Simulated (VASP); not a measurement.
## Co: relaxation of cell and atoms with LDA

The system is Co.

```xyz
1
Lattice="2.2111 0.0000 0.0000 0.0000 2.2111 0.0000 0.0000 0.0000 2.2111" Properties=species:S:1:pos:R:3 pbc="T T T"
Co    0.0000    0.0000    0.0000
```

This isn't the form of Co at room conditions, which is hcp.

| Item | Value |
| --- | --- |
| Program | VASP 6.6.1 |
| Task | relaxation of cell and atoms |
| Functional | LDA |
| Potentials or basis | VASP PAW LDA potentials, release 64 (Co_sv) |
| Cutoff | 600 eV |
| k mesh | 17 × 17 × 17 |
| Occupations | fermi-dirac, width 0.05 eV |
| Spin | collinear spin, ferromagnetic start |
| Starting moments | [1.7] μB |
| Dipole correction | no |
| Further INCAR settings | ALGO = Normal; EDIFF = 1e-07; IBRION = 2; EDIFFG = -0.005; NSW = 60; ISIF = 3 |

```
Relaxed volume                                        : 11.24 Å³/atom
Relaxed cell                                          : a = 2.240 Å, b = 2.240 Å, c = 2.240 Å, α = 90.00°, β = 90.00°, γ = 90.00°
Space group after relaxing (to 0.1 Å)                 : Pm-3m (No. 221)
Energy gained by relaxing                             : 12.1 meV/atom
Ionic steps                                           : 3
Pressure after relaxing                               : 0.0 GPa
Net moment                                            : 1.46 μB per cell
Site moments                                          : Co +1.44 μB
Valence electrons inside the program's atomic spheres : Co 15.18
```

The path:
| step | energy change (eV) | largest force (eV/Å) | pressure (GPa) | volume (Å³) |
| --- | --- | --- | --- | --- |
| 1 | 0.0000 | 0.0000 | 9.43 | 10.81 |
| 2 | 0.0072 | 0.0000 | -9.61 | 11.84 |
| 3 | -0.0121 | 0.0000 | 0.00 | 11.24 |

Final structure:
```cif
data_structure
_symmetry_space_group_name_H-M 'P 1'
_symmetry_Int_Tables_number 1
_cell_length_a 2.2401
_cell_length_b 2.2401
_cell_length_c 2.2401
_cell_angle_alpha 90.000
_cell_angle_beta 90.000
_cell_angle_gamma 90.000
_cell_volume 11.24
loop_
_atom_site_label
_atom_site_type_symbol
_atom_site_fract_x
_atom_site_fract_y
_atom_site_fract_z
_atom_site_occupancy
Co1 Co 0.00000 0.00000 0.00000 1
```

Levels at points of the mesh, in eV from the Fermi level:
Spin up:
| k point | band 5 | band 6 | band 7 | band 8 | band 9 | band 10 | band 11 | band 12 | band 13 |
| --- | --- | --- | --- | --- | --- | --- | --- | --- | --- |
| (0.00, 0.00, 0.00) | -8.88 | -4.61 | -4.61 | -0.43 | -0.43 | -0.43 | 20.50 | 20.50 | 20.50 |
Spin down:
| k point | band 6 | band 7 | band 8 | band 9 | band 10 | band 11 |
| --- | --- | --- | --- | --- | --- | --- |
| (0.00, 0.00, 0.00) | -3.59 | -3.59 | 1.20 | 1.20 | 1.20 | 20.82 |

Wall time 47 s on 1 thread of Intel(R) Xeon(R) 6975P-C (Granite Rapids) (shared host), peak memory 0.15 GiB.
